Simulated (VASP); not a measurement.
Ir, 1 atom in the cell. Symmetry: Fm-3m, No. 225, cubic system. The conventional cell has a = 3.839 Å, b = 3.839 Å, c = 3.839 Å, α = 90.00°, β = 90.00°, γ = 90.00°. Ir (site symmetry m-3m) has 12 Ir at 2.71 Å within 3.6 Å. 

```yaml
Program: VASP 6.6.1
Task: vibrations by perturbation theory
Functional: PBE
Potentials_or_basis: VASP PAW PBE potentials, release 64 (Ir)
Cutoff: 520 eV
k_mesh: 18 × 18 × 18
Occupations: methfessel-paxton, width 0.2 eV
Spin: no spin polarisation
Dipole_correction: no
Further_INCAR_settings: ALGO = Normal; EDIFF = 1e-08; IBRION = 8; NSW = 1
```

Potentials or basis: VASP PAW PBE potentials, release 64 (Ir).

Run with:

```console
$ cat potpaw_PBE.64/Ir/POTCAR > POTCAR
$ mpirun -np 1 vasp_std > vasp.out
```

Hardware: 1 thread of Intel(R) Xeon(R) Platinum 8488C (Sapphire Rapids) (shared host).

Q: Estimate the wall time of this run.

A: Run time: 61 s on 1 thread of Intel(R) Xeon(R) Platinum 8488C (Sapphire Rapids), with other jobs on the host, peak memory 0.23 GiB. Counts: scf iterations 29, k points 195.
